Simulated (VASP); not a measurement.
# Tl11Br12 (a cell with a defect) in VASP: single point with PBE

Aim: the single point of Tl11Br12 (a cell with a defect) with PBE.

All numbers are computed with VASP 6.6.1; they aren't measurements. Logs are shortened: lines on timing, memory, paths and dates and some standing lists are left out, and cuts for length are marked.

### 1 The cell of the first run

The cell holds a defect, 23 atoms: a = 9.092 Å, b = 12.445 Å, c = 9.944 Å, α = 90.00°, β = 90.00°, γ = 133.19°.

### 2 Single point, PBE

INCAR

```
PREC = Accurate
ENCUT = 520
EDIFF = 1E-6
ISMEAR = -1
SIGMA = 0.01
LREAL = Auto
LASPH = T
NELM = 100
ALGO = Normal
ISIF = 2
LWAVE = F
LCHARG = T
GGA = PE
LELF = T
LVHAR = T
NELECT = 228.0
NBANDS = 130
```

KPOINTS

```
regular mesh
0
Gamma
  3 3 2
```

POSCAR

```
Tl11Br12
1.0
    6.6292610085     -6.2222708063      0.0000000000
    0.0000000000     12.4445416126      0.0000000000
    0.0000000000      0.0000000000      9.9435164400
Tl Br
11 12
Direct
    0.3333333333      0.2786366490      0.8750000000
    0.6789983659      0.9495865677      0.3750000000
    0.6643292824      0.9456381482      0.8750000000
   -0.0123316992      0.6039215351      0.3750000000
    0.0023373843      0.6146421992      0.8750000000
    0.3333333333      0.0663675460      0.1350403230
    0.3333333333      0.0663675460      0.6149596770
    0.6601373446      0.7113904408      0.1297138651
    0.6601373446      0.7113904408      0.6202861349
    0.0065293221      0.3845864295      0.1297138651
    0.0065293221      0.3845864295      0.6202861349
    0.3333333333      0.8073842320      0.1304214268
    0.3333333333      0.8073842320      0.6195785732
    0.6699960891      0.4670880124      0.1196038030
    0.6699960891      0.4670880124      0.6303961970
   -0.0033294224      0.1304252566      0.1196038030
   -0.0033294224      0.1304252566      0.6303961970
    0.3333333333      0.5360990032      0.3750000000
    0.3333333333      0.5324611230      0.8750000000
    0.6702376825      0.1985157530      0.3750000000
    0.6649363665      0.1991372498      0.8750000000
   -0.0035710158      0.8616114039      0.3750000000
    0.0017303001      0.8675342166      0.8750000000
```

Potentials or basis: VASP PAW PBE potentials, release 64 (Tl_d, Br).

Command:

```
cat potpaw_PBE.64/Tl_d/POTCAR potpaw_PBE.64/Br/POTCAR > POTCAR
mpirun -np 1 vasp_std > vasp.out
```

OUTCAR:

```text
PREC = Accurate
   ENCUT = 520
   EDIFF = 1E-6
   ISMEAR = -1
   LREAL = Auto
   LASPH = T
   NELM = 100
   ISIF = 2
   GGA = PE
   NELECT = 228.0

 ion  position               nearest neighbor table
   1  0.333  0.279  0.875-  19 3.16  17 3.31  16 3.31  15 3.31  14 3.31   7 3.70   6 3.70
   2  0.679  0.950  0.375-  20 3.15  17 3.31  16 3.31  13 3.36  12 3.36   9 3.75   8 3.75
   3  0.664  0.946  0.875-  21 3.15  17 3.29  16 3.29  13 3.37  12 3.37   9 3.84   8 3.84
   4  0.988  0.604  0.375-  22 3.15  15 3.31  14 3.31  13 3.36  12 3.36  11 3.75  10 3.75
   5  0.002  0.615  0.875-  23 3.15  15 3.29  14 3.29  13 3.37  12 3.37  11 3.84  10 3.84
   6  0.333  0.066  0.135-  12 3.22  22 3.30  20 3.30  23 3.42  21 3.42   1 3.70
   7  0.333  0.066  0.615-  13 3.22  22 3.30  20 3.30  23 3.42  21 3.42   1 3.70
   8  0.660  0.711  0.130-  14 3.10  18 3.27  22 3.31  19 3.34  23 3.40   2 3.75   3 3.84
   9  0.660  0.711  0.620-  15 3.10  18 3.27  22 3.31  19 3.34  23 3.40   2 3.75   3 3.84
  10  0.007  0.385  0.130-  16 3.10  18 3.27  20 3.31  19 3.34  21 3.40   4 3.75   5 3.84
  11  0.007  0.385  0.620-  17 3.10  18 3.27  20 3.31  19 3.34  21 3.40   4 3.75   5 3.84
  12  0.333  0.807  0.130-   6 3.22   4 3.36   2 3.36   5 3.37   3 3.37
  13  0.333  0.807  0.620-   7 3.22   4 3.36   2 3.36   5 3.37   3 3.37
  14  0.670  0.467  0.120-   8 3.10   5 3.29   4 3.31   1 3.31
  15  0.670  0.467  0.630-   9 3.10   5 3.29   4 3.31   1 3.31
  16  0.997  0.130  0.120-  10 3.10   3 3.29   2 3.31   1 3.31
  17  0.997  0.130  0.630-  11 3.10   3 3.29   2 3.31   1 3.31
  18  0.333  0.536  0.375-  10 3.27  11 3.27   8 3.27   9 3.27
  19  0.333  0.532  0.875-   1 3.16  10 3.34  11 3.34   8 3.34   9 3.34
  20  0.670  0.199  0.375-   2 3.15   6 3.30   7 3.30  10 3.31  11 3.31
  21  0.665  0.199  0.875-   3 3.15  10 3.40  11 3.40   6 3.42   7 3.42
  22  0.996  0.862  0.375-   4 3.15   6 3.30   7 3.30   8 3.31   9 3.31
  23  0.002  0.868  0.875-   5 3.15   8 3.40   9 3.40   6 3.42   7 3.42

  LATTYP: Found a base centered orthorhombic cell.
 ALAT       =    12.4445416126
 B/A-ratio  =     1.0654086289
 C/A-ratio  =     0.7990263321

  Lattice vectors:

 A1 = (   6.6292610085,   6.2222708063,   0.0000000000)
 A2 = (  -6.6292610085,   6.2222708063,   0.0000000000)
 A3 = (   0.0000000000,   0.0000000000,   9.9435164400)

Analysis of symmetry for initial positions (statically):
=====================================================================
 Subroutine PRICEL returns:
 Original cell was already a primitive cell.

 Routine SETGRP: Setting up the symmetry group for a
 base centered orthorhombic supercell.

 Subroutine GETGRP returns: Found  4 space group operations
 (whereof  1 operations were pure point group operations)
 out of a pool of  8 trial point group operations.

[... 145 lines left out ...]
   IBRION =     -1    ionic relax: 0-MD 1-quasi-New 2-CG
   NFREE  =      0    steps in history (QN), initial steepest desc. (CG)
   ISIF   =      2    stress and relaxation
   ISYM   =      2    0-nonsym 1-usesym 2-fastsym
   POTIM  = 0.5000    time-step for ionic-motion
   TEBEG  =    0.0;   TEEND  =   0.0 temperature during run
   PSTRESS=    0.0 pullay stress
   NELECT =     228.0000    total number of electrons
   NUPDOWN=      -1.0000    fix difference up-down
   EMIN   =  10.00;   EMAX   =-10.00  energy-range for DOS
   EFERMI =   0.00;   METHOD = LEGACY
   ISMEAR =    -1;   SIGMA  =   0.01  broadening in eV -4-tet -1-fermi 0-gaus
   EFERMI_NEDOS =   21; number of points for ismear=-14 and -15
   IALGO  =     38    algorithm
   IMIX   =      4    mixing-type and parameters
     AMIX     =   0.40;   BMIX     =  1.00
     AMIX_MAG =   1.60;   BMIX_MAG =  1.00
  volume/ion in A,a.u.               =      35.67       240.69
  Fermi-wavevector in a.u.,A,eV,Ry     =   1.068378  2.018942 15.530131  1.141432
  Thomas-Fermi vector in A             =   2.204025
   LORBIT       =      0    0 simple, 1 ext, 2 COOP (PROOUT), +10 PAW based schemes
   GGA     = PE    functional components
[... 5 lines left out ...]
 non-spin polarized calculation
  energy-cutoff  :      520.00
  volume of cell :      820.32
 maximum number of plane-waves:     22122
 NGX is ok and might be reduce to    70
   NGX = 33   NGY = 47   NGZ = 37

 number of electron     228.0000003 magnetization

 Free energy of the ion-electron system (eV)
  ---------------------------------------------------
  ext. energy  EPLUGINS =         0.00000000
  ---------------------------------------------------
  free energy    TOTEN  =       -61.62030455 eV

  energy without entropy =      -61.62030455  energy(sigma->0) =      -61.62030455

 E-fermi :   1.5013     XC(G=0):  -8.2797

 val. band max:        1.2225864206   @ k =   0.3333   0.3333   0.0000
 cond. band min:       3.6423750829   @ k =   0.3333   0.0000   0.0000
 fundamental gap:      2.4197886623
 Fermi energy:         1.5012923034

 k-point     1 :       0.0000    0.0000    0.0000
  band No.  band energies     occupation
      1     -12.3564      2.00000
      2     -12.2810      2.00000
      3     -12.2508      2.00000
      4     -12.1573      2.00000
      5     -12.0839      2.00000
      6     -12.0835      2.00000
[... 1021 lines left out ...]
    125       5.1280      0.00000
    126       5.2752      0.00000
 [bands above 126 left out]

------------------------ aborting loop because EDIFF is reached ----------------------------------------

  FORCE on cell =-STRESS in cart. coord.  units (eV):
  Direction    XX          YY          ZZ          XY          YZ          ZX
  --------------------------------------------------------------------------------------
  -------------------------------------------------------------------------------------
  Total        9.9632037     10.4280356     10.5328284      0.0000000      0.0000000      0.0000000
  in kB       19.4592266     20.3670940     20.5717659      0.0000000      0.0000000      0.0000000
  external PRESSURE =      20.1326955 kB  Pullay stress =       0.0000000 kB

 VOLUME and BASIS-vectors are now :
 -----------------------------------------------------------------------------
  energy-cutoff  :      520.00
  volume of cell :      820.32
      direct lattice vectors                 reciprocal lattice vectors
     6.629261009 -6.222270806  0.000000000     0.150846376  0.000000000  0.000000000
     0.000000000 12.444541613  0.000000000     0.075423188  0.080356515  0.000000000
     0.000000000  0.000000000  9.943516440     0.000000000  0.000000000  0.100568044

 POSITION                                       TOTAL-FORCE (eV/Angst)
 -----------------------------------------------------------------------------------
      2.20975      1.39342      8.70058        -0.000000     -0.011481     -0.000000
      4.50126      7.59226      3.72882        -0.015574     -0.004442     -0.000000
      4.40401      7.63440      8.70058        -0.015496      0.005769     -0.000000
      6.54751      1.36999      3.72882         0.015574     -0.004442     -0.000000
      0.01550      7.63440      8.70058         0.015496      0.005769     -0.000000
      2.20975     -1.24818      1.34278        -0.000000      0.008742      0.002987
[... 15 lines left out ...]
      6.60559      4.52231      3.72882         0.002989      0.003536     -0.000000
      0.01147     10.78530      8.70058         0.002471      0.000525     -0.000000
 -----------------------------------------------------------------------------------
    total drift:                               -0.000020      0.003533      0.000001

  FREE ENERGIE OF THE ION-ELECTRON SYSTEM (eV)
  ---------------------------------------------------
  free  energy   TOTEN  =       -61.6203045481 eV

  energy  without entropy=      -61.6203045481  energy(sigma->0) =      -61.62030455
```

stdout:

```text
POSCAR found type information on POSCAR TlBr
 POSCAR found :  2 types and      23 ions
 scaLAPACK will be used
 LDA part: xc-table for (Slater+PW92), standard interpolation
 POSCAR, INCAR and KPOINTS ok, starting setup
 FFT: planning ... GRIDC
 FFT: planning ... GRID_SOFT
 FFT: planning ... GRID
 WAVECAR not read
 entering main loop
 the old and the new charge density differ
 old charge density:   227.00000 new  228.00000
    0.980E+00
```

Run time: 32 min. Hardware: 1 thread of Intel Xeon Platinum 8259CL at 2.50GHz (Skylake/Cascade Lake), shared host; peak memory 1.2 GiB.

Results:

| Quantity | Value |
| --- | --- |
| Free energy | -61.6203 eV |
| Largest force | 0.017 eV/Å |

Forces in eV/Å, atoms in the order of the input:
```
Tl   0.000 -0.011  0.000
Tl  -0.016 -0.004  0.000
Tl  -0.015  0.006  0.000
Tl   0.016 -0.004  0.000
Tl   0.015  0.006  0.000
Tl   0.000  0.009  0.003
Tl   0.000  0.009 -0.003
Tl   0.003  0.000 -0.008
Tl   0.003  0.000  0.008
Tl  -0.003  0.000 -0.008
Tl  -0.003  0.000  0.008
Br   0.000  0.003 -0.001
Br   0.000  0.003  0.001
Br  -0.010 -0.005  0.002
Br  -0.010 -0.005 -0.002
Br   0.010 -0.005  0.002
Br   0.010 -0.005 -0.002
Br   0.000 -0.001  0.000
Br   0.000 -0.003  0.000
Br  -0.003  0.004  0.000
Br  -0.002  0.001  0.000
Br   0.003  0.004  0.000
Br   0.002  0.001  0.000
```

Caveat: the cell carries a net charge on a neutralising background, which shifts energy and pressure; the cell is charged against a uniform background, so pressure and absolute levels hang on convention; spin-orbit coupling is left out, which moves the levels of the heavy elements.
